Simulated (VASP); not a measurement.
Crystal: TiPt3.

```
CELL_PARAMETERS angstrom
3.90978 0.00000 0.00000
0.00000 3.90978 0.00000
0.00000 0.00000 3.90978
ATOMIC_POSITIONS crystal
Ti 0.00000 0.00000 0.00000
Pt 0.00000 0.50000 0.50000
Pt 0.50000 0.00000 0.50000
Pt 0.50000 0.50000 0.00000
```

* Program: VASP 6.6.1
* Task: relaxation of cell and atoms
* Functional: PBE
* Potentials or basis: VASP PAW PBE potentials, release 64 (Ti_sv, Pt)
* Cutoff: 600 eV
* k mesh: 5 × 5 × 5
* Occupations: fermi-dirac, width 0.1 eV
* Spin: no spin polarisation

At the start: pressure 7.0 GPa; volume 14.94 Å³/atom.

How do energy, volume and symmetry change on relaxing?

Over 4 steps the energy falls by 8.9 meV/atom and the volume is 15.36 Å³/atom (+2.8 %); space group Pm-3m (No. 221, to 0.05 Å).

The path:
| step | energy change (eV) | largest force (eV/Å) | pressure (GPa) | volume (Å³) |
| --- | --- | --- | --- | --- |
| 1 | 0.0000 | 0.0000 | 7.03 | 59.77 |
| 2 | 0.1474 | 0.0000 | -13.13 | 65.62 |
| 3 | -0.0358 | 0.0000 | -0.19 | 61.49 |
| 4 | -0.0358 | 0.0000 | 0.02 | 61.44 |

Final structure:
```
Ti Pt
1.0
     3.94592    0.00000    0.00000
     0.00000    3.94592    0.00000
     0.00000    0.00000    3.94593
Ti Pt
1 3
Direct
  0.00000 0.00000 0.00000
  0.00000 0.50000 0.50000
  0.50000 0.00000 0.50000
  0.50000 0.50000 0.00000
```
